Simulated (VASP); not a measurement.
Input of a VASP 6.6.1 run:

The input INCAR:

```
PREC     = Accurate       # precision mode
ENCUT    = 500            # plane-wave cutoff, eV
EDIFF    = 1E-6           # SCF threshold, eV
ISMEAR   = -1             # smearing method
SIGMA    = 0.02           # smearing width, eV
LREAL    = False          # projectors in reciprocal space
LASPH    = True           # aspherical terms in the spheres
NELM     = 120            # most SCF steps
ALGO     = Normal         # electronic algorithm
ISIF     = 2              # what is computed and relaxed
LWAVE    = False          # write WAVECAR
LCHARG   = False          # write CHGCAR
GGA      = PE             # functional
NBANDS   = 16             # bands
GGA_COMPAT= False
```

The input KPOINTS:

```
Automatic mesh
0
Gamma
  10 10 5
```

The input POSCAR:

```
Si
1.0
    3.8313174605      0.0000000000      0.0000000000
   -1.9156587303      3.3180182508      0.0000000000
    0.0000000000      0.0000000000      6.3326220002
Si
4
Direct
    0.3333333300      0.6666666700      0.0788007473
    0.6666666700      0.3333333300      0.5630095000
    0.3333333300      0.6666666700      0.4369905000
    0.6666666700      0.3333333300      0.9369905000
```

Potentials or basis: VASP PAW PBE potentials, release 64 (Si).

Command:

```console
$ cat potpaw_PBE.64/Si/POTCAR > POTCAR
$ mpirun -np 1 vasp_std > vasp.out
```

**Question.** Predict the pressure.

**Answer.** 1.5 GPa.

**Question.** Predict the band gap on the k mesh.

**Answer.** 0.29 eV, indirect (least direct gap 0.93 eV).

**Question.** What does it give for the largest force?

**Answer.** 1.666 eV/Å.

Forces in eV/Å, atoms in the order of the input:
```
Si   0.000  0.000 -1.666
Si   0.000  0.000  0.133
Si   0.000  0.000  0.913
Si   0.000  0.000  0.620
```

Caveat: forces of over 1 eV/Å act on the atoms, so gaps and moduli don't describe the material at rest. A k mesh can miss the band edges.
